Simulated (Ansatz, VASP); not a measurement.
**Two plane-wave programs on GdB**

```
Gd B
1.0
     0.00000    2.63699    2.63699
     2.63699    0.00000    2.63699
     2.63699    2.63699    0.00000
Gd B
1 1
Direct
  0.50000 0.50000 0.50000
  0.00000 0.00000 0.00000
```

Alike in both runs: task single point; functional PBEsol; k mesh 10 × 10 × 10; occupations gaussian, width 0.05 eV; collinear spin.

|  | VASP | Ansatz |
| --- | --- | --- |
| version | VASP 6.6.1 | Ansatz 0.2.0 |
| potentials or method | VASP PAW PBE potentials, release 64 (Gd, B), cutoff 520 eV | scalar-relativistic, plane waves, PAW |
| valence electrons in the cell | 21 | 21 |

```csv
,VASP,Ansatz,Ansatz less VASP
gap on the k mesh at the Fermi level (eV),none,none,-
pressure (GPa),1.5,1.4,-0.10
net moment per atom (μB),4.09,4.10,+0.009
size of the moment on the site where the two differ most (μB),0.25,0.43,+0.179
```

VASP's potentials were made for PBE, not for PBEsol. Site moments also hang on the region over which each program counts them. A gap of «none» marks a metal or a gap that the smearing closes. Ansatz's warnings: given moment on shells.

Neither program's run includes spin-orbit coupling.
